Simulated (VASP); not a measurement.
# Rh (P6_3/mmc) in VASP: notebook, part 2 of 2

VASP 6.6.1. Earlier steps stand in the parts before.

## (3) Relaxation of cell and atoms, PBE, target pressure 3 GPa, at which the enthalpy is minimised

This run uses another cell than the first one, of 14.13 Å³/atom.

File INCAR:

```
PREC = Accurate
ENCUT = 600
EDIFF = 1E-6
ISMEAR = -1
SIGMA = 0.15
LREAL = False
LASPH = True
NELM = 60
ALGO = Fast
ISIF = 3
LWAVE = False
LCHARG = False
GGA = PE
IBRION = 2
NSW = 80
EDIFFG = -0.001
PSTRESS = 30.0
```

File KPOINTS:

```
Automatic mesh
0
Gamma
  18 18 6
```

File POSCAR:

```
Rh
1.0
    2.7156295271      0.0000000000      0.0000000000
   -1.3578147635      2.3518041577      0.0000000000
    0.0000000000      0.0000000000      8.8489237806
Rh
4
Direct
    0.0000000000      0.0000000000      0.0000000000
    0.3333333333      0.6666666667      0.2500000000
    0.0000000000      0.0000000000      0.5000000000
    0.6666666667      0.3333333333      0.7500000000
```

Potentials or basis: VASP PAW PBE potentials, release 64 (Rh_pv).

On the command line:

```console
cat potpaw_PBE.64/Rh_pv/POTCAR > POTCAR
mpirun -np 1 vasp_std > vasp.out
```

OUTCAR:

```text
PREC = Accurate
   ENCUT = 600
   EDIFF = 1E-6
   ISMEAR = -1
   LREAL = False
   LASPH = True
   NELM = 60
   ISIF = 3
   GGA = PE
   IBRION = 2
   NSW = 80
   EDIFFG = -0.001
   PSTRESS = 30.0

 ion  position               nearest neighbor table
   1  0.000  0.000  0.000-   2 2.71   4 2.71   2 2.71   4 2.71   4 2.71   2 2.71
   2  0.333  0.667  0.250-   1 2.71   3 2.71   1 2.71   3 2.71   1 2.71   3 2.71
   3  0.000  0.000  0.500-   2 2.71   4 2.71   2 2.71   4 2.71   4 2.71   2 2.71
   4  0.667  0.333  0.750-   1 2.71   3 2.71   1 2.71   3 2.71   1 2.71   3 2.71

  LATTYP: Found a hexagonal cell.
 ALAT       =     2.7156295271
 C/A-ratio  =     3.2585165584

  Lattice vectors:

 A1 = (   2.7156295271,   0.0000000000,   0.0000000000)
 A2 = (  -1.3578147635,   2.3518041577,   0.0000000000)
 A3 = (   0.0000000000,   0.0000000000,   8.8489237806)

Analysis of symmetry for initial positions (statically):
=====================================================================
 Subroutine PRICEL returns:
 Original cell was already a primitive cell.

 Routine SETGRP: Setting up the symmetry group for a
 hexagonal supercell.

 Subroutine GETGRP returns: Found 24 space group operations
 (whereof 12 operations were pure point group operations)
 out of a pool of 24 trial point group operations.

The static configuration has the point symmetry D_3d.
 The point group associated with its full space group is D_6h.

Analysis of symmetry for dynamics (positions and initial velocities):
=====================================================================
 Subroutine PRICEL returns:
 Original cell was already a primitive cell.

 Routine SETGRP: Setting up the symmetry group for a
 hexagonal supercell.

 Subroutine GETGRP returns: Found 24 space group operations
 (whereof 12 operations were pure point group operations)
[... 141 lines left out ...]
  energy-cutoff  :      600.00
  volume of cell :       56.51
 maximum number of plane-waves:      1932
 NGX is ok and might be reduce to    24
   NGX = 11   NGY = 11   NGZ = 35

--------------------------------------- Ionic step        1  -------------------------------------------

 number of electron      59.9999994 magnetization

 Free energy of the ion-electron system (eV)
  ---------------------------------------------------
  ext. energy  EPLUGINS =         0.00000000
  ---------------------------------------------------
  free energy    TOTEN  =       -29.18533315 eV

  energy without entropy =      -28.72933041  energy(sigma->0) =      -28.95733178

------------------------ aborting loop because EDIFF is reached ----------------------------------------

  FORCE on cell =-STRESS in cart. coord.  units (eV):
  Direction    XX          YY          ZZ          XY          YZ          ZX
  --------------------------------------------------------------------------------------
  -------------------------------------------------------------------------------------
  Total       -0.0044682     -0.0044682     -0.0118009     -0.0000000      0.0000000     -0.0000000
  in kB       -0.1266707     -0.1266707     -0.3345517     -0.0000000      0.0000000     -0.0000000
  external PRESSURE =     -30.1959644 kB  Pullay stress =      30.0000000 kB
[... 103 lines left out ...]
  energy  without entropy=      -28.7325133193  energy(sigma->0) =      -28.95595726

  enthalpy is  TOTEN    =       -28.1337180638 eV   P V=        1.0456831289

[... ionic steps 4 to 7 ...]

--------------------------------------- Ionic step        8  -------------------------------------------

 number of electron      59.9999999 magnetization

------------------------ aborting loop because EDIFF is reached ----------------------------------------
[... 75 lines left out ...]
--------------------------------------- Ionic step       10  -------------------------------------------

 number of electron      59.9999999 magnetization

 Free energy of the ion-electron system (eV)
  ---------------------------------------------------
  ext. energy  EPLUGINS =         0.00000000
  ---------------------------------------------------
  free energy    TOTEN  =       -29.17932393 eV

  energy without entropy =      -28.73247881  energy(sigma->0) =      -28.95590137

 E-fermi :  11.6403     XC(G=0): -13.9315

 val. band max:       11.6388349062   @ k =   0.1667   0.1667   0.1667
 cond. band min:      11.6406607525   @ k =   0.2222   0.0000   0.3333
 fundamental gap:      0.0018258464
 Fermi energy:        11.6402898572

 k-point     1 :       0.0000    0.0000    0.0000
  band No.  band energies     occupation
      1     -35.4078      2.00000
      2     -35.0688      2.00000
      3     -35.0609      2.00000
      4     -34.8075      2.00000
      5     -34.8075      2.00000
      6     -34.7646      2.00000
[... 925 lines left out ...]
     35      15.3883      0.00000
     36      18.1304      0.00000

 [... further k-points ...]

------------------------ aborting loop because EDIFF is reached ----------------------------------------

  FORCE on cell =-STRESS in cart. coord.  units (eV):
  Direction    XX          YY          ZZ          XY          YZ          ZX
  --------------------------------------------------------------------------------------
  -------------------------------------------------------------------------------------
  Total        1.0431844      1.0431844      1.0416518      0.0000000      0.0000000      0.0000000
  in kB       29.9306020     29.9306019     29.8866286      0.0000000      0.0000000      0.0000000
  external PRESSURE =      -0.0840558 kB  Pullay stress =      30.0000000 kB
[... 23 lines left out ...]
  energy  without entropy=      -28.7324788114  energy(sigma->0) =      -28.95590137

  enthalpy is  TOTEN    =       -28.1337207387 eV   P V=        1.0456031926

 reached required accuracy - stopping structural energy minimisation
```

OSZICAR:

```text
N       E                     dE             d eps       ncg     rms          rms(c)
DAV:   1     0.821253697333E+03    0.82125E+03   -0.40130E+04 10728   0.212E+03
[... 73 lines left out ...]
RMM:   2    -0.291793729274E+02    0.86786E-05   -0.32353E-05 10630   0.407E-02    0.404E-03
RMM:   3    -0.291793723849E+02    0.54250E-06   -0.23584E-06  6225   0.817E-03
   9 F= -.28133721E+02 E0= -.27910295E+02  d E =-.763308E-05
       N       E                     dE             d eps       ncg     rms          rms(c)
DAV:   1    -0.291793257496E+02    0.47178E-04   -0.45858E-05 10776   0.607E-02    0.112E-02
RMM:   2    -0.291793229505E+02    0.27991E-05   -0.88817E-06  9153   0.212E-02    0.484E-03
RMM:   3    -0.291793239313E+02   -0.98080E-06   -0.23540E-06  6785   0.876E-03
  10 F= -.28133721E+02 E0= -.27910298E+02  d E =-.755742E-05
```

CONTCAR:

```text
Rh
   1.00000000000000
     2.7047505004955621    0.0000000000004447    0.0000000000000000
    -1.3523752501975965    2.3423826442914808   -0.0000000000000000
     0.0000000000000000    0.0000000000000000    8.8139620642819292
  Rh
     4
Direct
     0.0000000000000000    0.0000000000000000    0.0000000000000000
     0.3333333332999970    0.6666666667000030    0.2500000000000000
     0.0000000000000000    0.0000000000000000    0.5000000000000000
     0.6666666667000030    0.3333333332999970    0.7500000000000000

  0.00000000E+00  0.00000000E+00  0.00000000E+00
  0.00000000E+00  0.00000000E+00  0.00000000E+00
  0.00000000E+00  0.00000000E+00  0.00000000E+00
  0.00000000E+00  0.00000000E+00  0.00000000E+00
```

It took 12 min on 1 thread of Intel Xeon 6975P-C (Granite Rapids), shared host; peak memory 0.38 GiB.

What came out:

```yaml
Free_energy: -29.1793 eV
Relaxed_volume: 13.96 Å³/atom
Relaxed_cell: a = 2.705 Å, b = 2.705 Å, c = 8.814 Å, α = 90.00°, β = 90.00°, γ = 120.00°
Space_group_after_relaxing_to_0.1_Å: P6_3/mmc (No. 194)
Energy_change_on_relaxing_the_run_minimises_the_enthalpy: +1.5 meV/atom
Ionic_steps: 10
Pressure_after_relaxing: 3.0 GPa
Band_gap_on_the_k_mesh: zero (bands 30 and 31 overlap by 1.94 eV)
```

Step by step:
```csv
step,energy change (eV),largest force (eV/Å),pressure (GPa),volume (Å³)
1,0.0000,0.0000,-0.02,56.51
2,0.0679,0.0000,10.67,54.36
3,0.0059,0.0000,2.94,55.85
4,0.0062,0.0000,2.99,55.83
5,0.0064,0.0000,3.05,55.82
6,0.0058,0.0000,3.00,55.85
7,0.0059,0.0000,2.98,55.85
8,0.0061,0.0000,3.03,55.84
9,0.0060,0.0000,2.97,55.84
10,0.0060,0.0000,2.99,55.84
```

Final structure:
```
CELL_PARAMETERS angstrom
2.70475 0.00000 0.00000
-1.35238 2.34238 0.00000
0.00000 0.00000 8.81396
ATOMIC_POSITIONS crystal
Rh 0.00000 0.00000 0.00000
Rh 0.33333 0.66667 0.25000
Rh 0.00000 0.00000 0.50000
Rh 0.66667 0.33333 0.75000
```

Levels at points of the mesh, in eV from the Fermi level:
```csv
k point,band 27,band 28,band 29,band 30,band 31,band 32,band 33,band 34
"(0.00, 0.00, 0.00)",-2.56,-1.41,-1.41,-0.82,-0.82,-0.33,-0.33,0.43
"(0.50, 0.00, 0.00)",0.54,0.60,0.65,0.81,0.82,0.86,1.26,2.28
"(0.00, 0.00, 0.50)",-1.10,-1.10,-1.10,-1.10,-1.07,-1.07,0.09,0.09
"(0.50, 0.00, 0.50)",-0.10,-0.10,0.57,0.57,0.79,0.79,2.84,2.84
```

Caveat: the cell is relaxed towards a set pressure, so the run minimises the enthalpy, not the energy; the highest band is partly filled, so the run has too few bands.
